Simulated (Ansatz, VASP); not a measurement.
## NaF in VASP and in Ansatz

```xyz
2
Lattice="0.0000 2.2972 2.2972 2.2972 0.0000 2.2972 2.2972 2.2972 0.0000" Properties=species:S:1:pos:R:3 pbc="T T T"
Na    0.0000    0.0000    0.0000
F     2.2972    2.2972    2.2972
```

Alike in both runs: task single point; functional r2SCAN; k mesh 10 × 10 × 10; no spin polarisation.

```csv
,VASP,Ansatz
version,VASP 6.6.1,Ansatz 0.2.0
potentials or method,"VASP PAW PBE potentials, release 64 (Na_pv, F)","plane waves, PAW"
plane-wave cutoff (eV),520,500
occupations,"gaussian, width 0.01 eV",fixed
valence electrons in the cell,14,16
```

|  | VASP | Ansatz | Ansatz less VASP |
| --- | --- | --- | --- |
| gap on the k mesh at the Fermi level (eV) | 7.32 | 7.28 | -0.041 |
| pressure (GPa) | -0.8 | 0.0 | +0.85 |

VASP's potentials were made for PBE, not for r2SCAN. VASP's potentials hold 14 valence electrons a cell and Ansatz's 16, so a difference there can come from the potentials and not from the codes.
